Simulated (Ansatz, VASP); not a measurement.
# One calculation of GaN, two programs

```
CELL_PARAMETERS angstrom
0.00000 2.25350 2.25350
2.25350 0.00000 2.25350
2.25350 2.25350 0.00000
ATOMIC_POSITIONS crystal
Ga 0.00000 0.00000 0.00000
N 0.75000 0.75000 0.75000
```

Alike in both runs: task single point; functional r2SCAN; k mesh 8 × 8 × 8; no spin polarisation.

|  | VASP | Ansatz |
| --- | --- | --- |
| version | VASP 6.6.1 | Ansatz 0.2.0 |
| potentials or method | VASP PAW PBE potentials, release 64 (Ga_d, N) | plane waves, PAW |
| plane-wave cutoff (eV) | 520 | 500 |
| occupations | gaussian, width 0.01 eV | fixed |
| valence electrons in the cell | 18 | 18 |

|  | VASP | Ansatz | Ansatz less VASP |
| --- | --- | --- | --- |
| pressure (GPa) | -0.1 | -1.2 | -1.08 |

VASP's potentials were made for PBE, not for r2SCAN.
